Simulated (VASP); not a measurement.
# BaTe (Fm-3m) in VASP: a series of runs

The runs below take BaTe through single point, with PBEsol, PBE+D3(BJ).

Everything below comes from runs of VASP 6.6.1. Logs are shortened: lines on timing, memory, paths and dates and some standing lists are left out, and cuts for length are marked.

## (1) The cell of the first run

It takes space group Fm-3m (No. 225, cubic). Conventional cell: a = 6.849 Å, b = 6.849 Å, c = 6.849 Å, α = 90.00°, β = 90.00°, γ = 90.00°. Ba (site symmetry m-3m) has 6 Te at 3.42 Å within 4.5 Å. Te (site symmetry m-3m) has 6 Ba at 3.42 Å within 4.5 Å.

## (2) Single point, PBEsol (40.15 Å³/atom)

File INCAR:

```
PREC = Accurate
ENCUT = 520
EDIFF = 1E-6
ISMEAR = 0
SIGMA = 0.05
LREAL = False
LASPH = True
NELM = 100
ALGO = Normal
ISIF = 2
LWAVE = False
LCHARG = False
GGA = PS
NBANDS = 15
```

File KPOINTS:

```
regular mesh
0
Gamma
  6 6 6
```

File POSCAR:

```
BaTe
1.0
    0.0000000000      3.4242738927      3.4242738927
    3.4242738927      0.0000000000      3.4242738927
    3.4242738927      3.4242738927      0.0000000000
Ba Te
1 1
Direct
    0.5000000000      0.5000000000      0.5000000000
    0.0000000000      0.0000000000      0.0000000000
```

Potentials or basis: VASP PAW PBE potentials, release 64 (Ba_sv, Te).

Run with:

```console
cat potpaw_PBE.64/Ba_sv/POTCAR potpaw_PBE.64/Te/POTCAR > POTCAR
mpirun -np 1 vasp_std > vasp.out
```

OUTCAR:

```text
PREC = Accurate
   ENCUT = 520
   EDIFF = 1E-6
   ISMEAR = 0
   LREAL = False
   LASPH = True
   NELM = 100
   ISIF = 2
   GGA = PS

 ion  position               nearest neighbor table
   1  0.500  0.500  0.500-   2 3.42   2 3.42   2 3.42   2 3.42   2 3.42   2 3.42
   2  0.000  0.000  0.000-   1 3.42   1 3.42   1 3.42   1 3.42   1 3.42   1 3.42

  LATTYP: Found a face centered cubic cell.
 ALAT       =     6.8485477854

  Lattice vectors:

 A1 = (   0.0000000000,   3.4242738927,   3.4242738927)
 A2 = (   3.4242738927,   0.0000000000,   3.4242738927)
 A3 = (   3.4242738927,   3.4242738927,   0.0000000000)

Analysis of symmetry for initial positions (statically):
=====================================================================
 Subroutine PRICEL returns:
 Original cell was already a primitive cell.

 Routine SETGRP: Setting up the symmetry group for a
 face centered cubic supercell.

 Subroutine GETGRP returns: Found 48 space group operations
 (whereof 48 operations were pure point group operations)
 out of a pool of 48 trial point group operations.

The static configuration has the point symmetry O_h .

Analysis of symmetry for dynamics (positions and initial velocities):
=====================================================================
 Subroutine PRICEL returns:
 Original cell was already a primitive cell.

 Routine SETGRP: Setting up the symmetry group for a
 face centered cubic supercell.

 Subroutine GETGRP returns: Found 48 space group operations
 (whereof 48 operations were pure point group operations)
 out of a pool of 48 trial point group operations.

The dynamic configuration has the point symmetry O_h .

 Subroutine INISYM returns: Found 48 space group operations
 (whereof 48 operations are pure point group operations),
 and found     1 'primitive' translations

----------------------------------------------------------------------------------------

                                     Primitive cell

  volume of cell :      80.3037

  direct lattice vectors                    reciprocal lattice vectors
     0.000000000  3.424273893  3.424273893    -0.146016357  0.146016357  0.146016357
     3.424273893  0.000000000  3.424273893     0.146016357 -0.146016357  0.146016357
     3.424273893  3.424273893  0.000000000     0.146016357  0.146016357 -0.146016357

  length of vectors
     4.842654580  4.842654580  4.842654580     0.252907749  0.252907749  0.252907749

  position of ions in fractional coordinates (direct lattice)
     0.500000000  0.500000000  0.500000000
     0.000000000  0.000000000  0.000000000

  ion indices of the primitive-cell ions
   primitive index   ion index
                 1           1
                 2           2

----------------------------------------------------------------------------------------

 KPOINTS: regular mesh

Automatic generation of k-mesh.
 Grid dimensions read from file:
 generate k-points for:    6    6    6

 Generating k-lattice:

  Cartesian coordinates                     Fractional coordinates (reciprocal lattice)
    -0.024336060  0.024336060  0.024336060     0.166666667  0.000000000  0.000000000
     0.024336060 -0.024336060  0.024336060     0.000000000  0.166666667  0.000000000
     0.024336060  0.024336060 -0.024336060     0.000000000  0.000000000  0.166666667

  Length of vectors
     0.042151292  0.042151292  0.042151292

  Shift w.r.t. Gamma in fractional coordinates (k-lattice)
     0.000000000  0.000000000  0.000000000

 Subroutine IBZKPT returns following result:
 ===========================================

 Found     16 irreducible k-points:

 Following reciprocal coordinates:
            Coordinates               Weight
  0.000000  0.000000  0.000000      1.000000
  0.166667  0.000000  0.000000      8.000000
  0.333333  0.000000  0.000000      8.000000
  0.500000  0.000000  0.000000      4.000000
  0.166667  0.166667  0.000000      6.000000
  0.333333  0.166667  0.000000     24.000000
[... 8 lines left out ...]
 -0.333333  0.333333  0.166667     24.000000
 -0.333333  0.500000  0.166667     12.000000
   k-points           NKPTS =     16   k-points in BZ     NKDIM =     16   number of bands    NBANDS=     15
   number of dos      NEDOS =    301   number of ions     NIONS =      2
   total plane-waves  NPLWV =  46656
   dimension x,y,z NGX =    36 NGY =   36 NGZ =   36
   dimension x,y,z NGXF=    72 NGYF=   72 NGZF=   72
   ions per type =               1   1
   NGX,Y,Z   is equivalent  to a cutoff of  12.36, 12.36, 12.36 a.u.
   NGXF,Y,Z  is equivalent  to a cutoff of  24.72, 24.72, 24.72 a.u.
 SYSTEM =  unknown system
   PREC   = accura    normal or accurate (medium, high low for compatibility)
   ISTART =      0    job   : 0-new  1-cont  2-samecut
   ICHARG =      2    charge: 1-file 2-atom 10-const
   ISPIN  =      1    spin polarized calculation?
   LNONCOLLINEAR =      F non collinear calculations
   LSORBIT =      F    spin-orbit coupling
   LASPH  =      T    aspherical Exc in radial PAW
   ENCUT  =  520.0 eV  38.22 Ry    6.18 a.u.   9.00  9.00  9.00*2*pi/ulx,y,z
   NELM   =    100;   NELMIN=  2; NELMDL= -5     # of ELM steps
   EDIFF  = 0.1E-05   stopping-criterion for ELM
   LREAL  =      F    real-space projection
   EDIFFG = 0.1E-04   stopping-criterion for IOM
   NSW    =      0    number of steps for IOM
   IBRION =     -1    ionic relax: 0-MD 1-quasi-New 2-CG
   NFREE  =      0    steps in history (QN), initial steepest desc. (CG)
   ISIF   =      2    stress and relaxation
   ISYM   =      2    0-nonsym 1-usesym 2-fastsym
   POTIM  = 0.5000    time-step for ionic-motion
   TEBEG  =    0.0;   TEEND  =   0.0 temperature during run
   PSTRESS=    0.0 pullay stress
   NELECT =      16.0000    total number of electrons
   NUPDOWN=      -1.0000    fix difference up-down
   EMIN   =  10.00;   EMAX   =-10.00  energy-range for DOS
   EFERMI =   0.00;   METHOD = LEGACY
   ISMEAR =     0;   SIGMA  =   0.05  broadening in eV -4-tet -1-fermi 0-gaus
   EFERMI_NEDOS =   21; number of points for ismear=-14 and -15
   IALGO  =     38    algorithm
   IMIX   =      4    mixing-type and parameters
     AMIX     =   0.40;   BMIX     =  1.00
     AMIX_MAG =   1.60;   BMIX_MAG =  1.00
  volume/ion in A,a.u.               =      40.15       270.96
  Fermi-wavevector in a.u.,A,eV,Ry     =   0.956173  1.806904 12.439347  0.914266
  Thomas-Fermi vector in A             =   2.085077
   LORBIT       =      0    0 simple, 1 ext, 2 COOP (PROOUT), +10 PAW based schemes
   GGA     = PS    functional components
   LHFCALC =     F    Hartree Fock is set to
   AEXX    =    0.0000 exact exchange contribution
   IVDW    =     0    specifies the selected vdW correction
   LEPSILON=     F    determine dielectric tensor
   LRPA    =     F    only Hartree local field effects (RPA)
 non-spin polarized calculation
 Gauss-broadening in eV      SIGMA  =   0.05
  energy-cutoff  :      520.00
  volume of cell :       80.30
 maximum number of plane-waves:      2200
   NGX = 17   NGY = 17   NGZ = 17

 number of electron      16.0000000 magnetization

 Free energy of the ion-electron system (eV)
  ---------------------------------------------------
  ext. energy  EPLUGINS =         0.00000000
  ---------------------------------------------------
  free energy    TOTEN  =        -9.16724964 eV

  energy without entropy =       -9.16724964  energy(sigma->0) =       -9.16724964

 E-fermi :   2.8538     XC(G=0):  -8.6767

 val. band max:        2.5846700162   @ k =   0.0000   0.0000   0.0000
 cond. band min:       3.8545767825   @ k =   0.5000   0.5000   0.0000
 fundamental gap:      1.2699067663
 Fermi energy:         2.8538190676

 k-point     1 :       0.0000    0.0000    0.0000
  band No.  band energies     occupation
      1     -24.2384      2.00000
      2      -9.3946      2.00000
      3      -9.3946      2.00000
      4      -9.3946      2.00000
      5      -7.1485      2.00000
      6       2.5847      2.00000
      7       2.5847      2.00000
      8       2.5847      2.00000
      9       5.3950      0.00000
     10       5.3950      0.00000
     11       5.3950      0.00000
     12       5.5987      0.00000
     13       6.1141      0.00000
     14       6.1141      0.00000
     15       9.4159      0.00000

 k-point     2 :       0.1667    0.0000    0.0000
  band No.  band energies     occupation
      1     -24.2336      2.00000
      2      -9.5752      2.00000
      3      -9.3981      2.00000
      4      -9.3981      2.00000
      5      -6.8840      2.00000
      6       1.6924      2.00000
      7       2.1428      2.00000
      8       2.1428      2.00000
      9       5.4622      0.00000
     10       5.7616      0.00000
     11       5.7616      0.00000
     12       6.7429      0.00000
     13       6.9658      0.00000
     14       6.9658      0.00000
     15      10.3379      0.00000

 k-point     3 :       0.3333    0.0000    0.0000
  band No.  band energies     occupation
      1     -24.2238      2.00000
      2      -9.8630      2.00000
      3      -9.4050      2.00000
      4      -9.4050      2.00000
      5      -6.4110      2.00000
      6       0.5609      2.00000
      7       1.5348      2.00000
      8       1.5348      2.00000
      9       5.9174      0.00000
     10       6.7021      0.00000
     11       6.7021      0.00000
     12       8.1318      0.00000
     13       8.7730      0.00000
     14       8.7730      0.00000
     15      10.9592      0.00000
[... 199 lines left out ...]
 k-point    15 :      -0.3333    0.3333    0.1667
  band No.  band energies     occupation
      1     -24.2141      2.00000
      2      -9.7745      2.00000
      3      -9.5481      2.00000
      4      -9.4824      2.00000
      5      -6.5209      2.00000
      6       0.8431      2.00000
      7       1.5159      2.00000
      8       1.5335      2.00000
      9       6.1152      0.00000
     10       6.2393      0.00000
     11       8.0842      0.00000
     12       8.1626      0.00000
     13       8.2905      0.00000
     14      10.0550      0.00000
     15      11.2014      0.00000

 k-point    16 :      -0.3333    0.5000    0.1667
  band No.  band energies     occupation
      1     -24.2125      2.00000
      2      -9.6352      2.00000
      3      -9.5896      2.00000
      4      -9.5501      2.00000
      5      -6.7047      2.00000
      6       1.3806      2.00000
      7       1.4717      2.00000
      8       1.7759      2.00000
      9       5.0068      0.00000
     10       7.1630      0.00000
     11       7.4203      0.00000
     12       8.1073      0.00000
     13       8.5346      0.00000
     14       9.3898      0.00000
     15      10.9076      0.00000

------------------------ aborting loop because EDIFF is reached ----------------------------------------

  FORCE on cell =-STRESS in cart. coord.  units (eV):
  Direction    XX          YY          ZZ          XY          YZ          ZX
  --------------------------------------------------------------------------------------
  -------------------------------------------------------------------------------------
  Total        0.9365895      0.9365895      0.9365895     -0.0000000     -0.0000000     -0.0000000
  in kB       18.6863458     18.6863458     18.6863458     -0.0000000     -0.0000000     -0.0000000
  external PRESSURE =      18.6863458 kB  Pullay stress =       0.0000000 kB

 VOLUME and BASIS-vectors are now :
 -----------------------------------------------------------------------------
  energy-cutoff  :      520.00
  volume of cell :       80.30
      direct lattice vectors                 reciprocal lattice vectors
     0.000000000  3.424273893  3.424273893    -0.146016357  0.146016357  0.146016357
     3.424273893  0.000000000  3.424273893     0.146016357 -0.146016357  0.146016357
     3.424273893  3.424273893  0.000000000     0.146016357  0.146016357 -0.146016357

 POSITION                                       TOTAL-FORCE (eV/Angst)
 -----------------------------------------------------------------------------------
      3.42427      3.42427      3.42427        -0.000000      0.000000     -0.000000
      0.00000      0.00000      0.00000         0.000000     -0.000000      0.000000
 -----------------------------------------------------------------------------------
    total drift:                                0.000000      0.000000      0.000000

  FREE ENERGIE OF THE ION-ELECTRON SYSTEM (eV)
  ---------------------------------------------------
  free  energy   TOTEN  =        -9.1672496365 eV

  energy  without entropy=       -9.1672496365  energy(sigma->0) =       -9.16724964
```

Wall time 32 s (1 thread of Intel Xeon 8259CL, shared host); peak memory 0.21 GiB.

Results:

```
Free energy            : -9.1672 eV
Pressure               : 1.9 GPa
Band gap on the k mesh : 1.27 eV (least direct gap 1.66 eV)
```

Levels at points of the mesh, in eV from the valence-band top:
| k point | band 4 | band 5 | band 6 | band 7 | band 8 | band 9 | band 10 | band 11 | band 12 | band 13 |
| --- | --- | --- | --- | --- | --- | --- | --- | --- | --- | --- |
| (0.00, 0.00, 0.00) | -11.98 | -9.73 | 0.00 | 0.00 | 0.00 | 2.81 | 2.81 | 2.81 | 3.01 | 3.53 |
| (0.50, 0.00, 0.00) | -11.99 | -8.77 | -2.47 | -1.29 | -1.29 | 4.16 | 4.85 | 4.98 | 4.98 | 7.04 |
| (0.50, 0.50, 0.00) | -12.09 | -9.51 | -1.17 | -0.39 | -0.39 | 1.27 | 4.52 | 4.83 | 5.87 | 5.94 |

Caveat: the PAW data sets were made with another functional, which shifts forces and pressure a little; spin-orbit coupling is left out, which moves the levels of the heavy elements.

## (3) Single point, PBE+D3(BJ) (42.32 Å³/atom)

This run uses another cell than the first one, of 42.32 Å³/atom.

File INCAR:

```
PREC = Accurate ; ENCUT = 520
EDIFF = 1E-6 ; ISMEAR = 0
SIGMA = 0.05 ; LREAL = False
LASPH = True ; NELM = 60
ALGO = Normal ; ISIF = 2
LWAVE = False ; LCHARG = False
GGA = PE ; IVDW = 12
NBANDS = 15
```

KPOINTS is that of step 2.

File POSCAR:

```
BaTe
1.0
    0.0000000000      3.4848841931      3.4848841931
    3.4848841931      0.0000000000      3.4848841931
    3.4848841931      3.4848841931      0.0000000000
Ba Te
1 1
Direct
    0.5000000000      0.5000000000      0.5000000000
    0.0000000000      0.0000000000      0.0000000000
```

Potentials or basis: VASP PAW PBE potentials, release 64 (Ba_sv, Te).

Run with:

```console
cat potpaw_PBE.64/Ba_sv/POTCAR potpaw_PBE.64/Te/POTCAR > POTCAR
mpirun -np 1 vasp_std > vasp.out
```

OUTCAR:

```text
PREC = Accurate
   ENCUT = 520
   EDIFF = 1E-6
   ISMEAR = 0
   LREAL = False
   LASPH = True
   NELM = 60
   ISIF = 2
   GGA = PE
   IVDW = 12
 IVDW          = 12

 ion  position               nearest neighbor table
   1  0.500  0.500  0.500-   2 3.48   2 3.48   2 3.48   2 3.48   2 3.48   2 3.48
   2  0.000  0.000  0.000-   1 3.48   1 3.48   1 3.48   1 3.48   1 3.48   1 3.48

  LATTYP: Found a face centered cubic cell.
 ALAT       =     6.9697683862

  Lattice vectors:

 A1 = (   0.0000000000,   3.4848841931,   3.4848841931)
 A2 = (   3.4848841931,   0.0000000000,   3.4848841931)
 A3 = (   3.4848841931,   3.4848841931,   0.0000000000)

Analysis of symmetry for initial positions (statically):
=====================================================================
 Subroutine PRICEL returns:
 Original cell was already a primitive cell.

 Routine SETGRP: Setting up the symmetry group for a
 face centered cubic supercell.

 Subroutine GETGRP returns: Found 48 space group operations
 (whereof 48 operations were pure point group operations)
 out of a pool of 48 trial point group operations.

The static configuration has the point symmetry O_h .

Analysis of symmetry for dynamics (positions and initial velocities):
[... 167 lines left out ...]
      8       2.3603      2.00000
      9       5.2778      0.00000
     10       5.2778      0.00000
     11       5.2778      0.00000
     12       5.3216      0.00000
     13       5.9082      0.00000
     14       5.9082      0.00000
[... 257 lines left out ...]
      2      -9.9695      2.00000
      3      -9.9257      2.00000
      4      -9.9035      2.00000
      5      -6.8372      2.00000
      6       1.2547      2.00000
      7       1.2897      2.00000
      8       1.5992      2.00000
      9       4.9050      0.00000
     10       6.9218      0.00000
     11       7.0987      0.00000
     12       7.7020      0.00000
     13       8.1535      0.00000
     14       8.9303      0.00000
     15      10.5165      0.00000

------------------------ aborting loop because EDIFF is reached ----------------------------------------

 Edisp (eV)   -0.63272

 E8    (eV) :    -0.3263

  FORCE on cell =-STRESS in cart. coord.  units (eV):
  Direction    XX          YY          ZZ          XY          YZ          ZX
  --------------------------------------------------------------------------------------
  -------------------------------------------------------------------------------------
  Total       0.17603     0.17603     0.17603     0.00000     0.00000    -0.00000
  in kB       3.33201     3.33201     3.33201     0.00000     0.00000    -0.00000
  external pressure =        3.33 kB  Pullay stress =        0.00 kB

 VOLUME and BASIS-vectors are now :
 -----------------------------------------------------------------------------
  energy-cutoff  :      520.00
  volume of cell :       84.64
      direct lattice vectors                 reciprocal lattice vectors
     0.000000000  3.484884193  3.484884193    -0.143476791  0.143476791  0.143476791
     3.484884193  0.000000000  3.484884193     0.143476791 -0.143476791  0.143476791
     3.484884193  3.484884193  0.000000000     0.143476791  0.143476791 -0.143476791

 POSITION                                       TOTAL-FORCE (eV/Angst)
 -----------------------------------------------------------------------------------
      3.48488      3.48488      3.48488        -0.000000      0.000000     -0.000000
      0.00000      0.00000      0.00000         0.000000     -0.000000      0.000000
 -----------------------------------------------------------------------------------
    total drift:                                0.000000     -0.000000      0.000000

  FREE ENERGIE OF THE ION-ELECTRON SYSTEM (eV)
  ---------------------------------------------------
  free  energy   TOTEN  =        -9.2403535083 eV

  energy  without entropy=       -9.2403535083  energy(sigma->0) =       -9.24035351
```

stdout:

```text
POSCAR found type information on POSCAR BaTe
 POSCAR found :  2 types and       2 ions
 scaLAPACK will be used
 LDA part: xc-table for (Slater+PW92), standard interpolation
 POSCAR, INCAR and KPOINTS ok, starting setup
 FFT: planning ... GRIDC
 FFT: planning ... GRID_SOFT
 FFT: planning ... GRID
 WAVECAR not read
 entering main loop
```

Run time: 42 s. Hardware: 1 thread of Intel Xeon 8259CL, shared host; peak memory 0.25 GiB.

What came out:

```
Free energy                : -9.2404 eV
Pressure                   : 0.3 GPa
Band gap on the k mesh     : 1.49 eV (least direct gap 1.87 eV)
Dispersion energy per atom : -0.316 eV
```

Caveat: spin-orbit coupling is left out, which moves the levels of the heavy elements. A k mesh can miss the band edges.

(Part 1 of 2 ends here.)
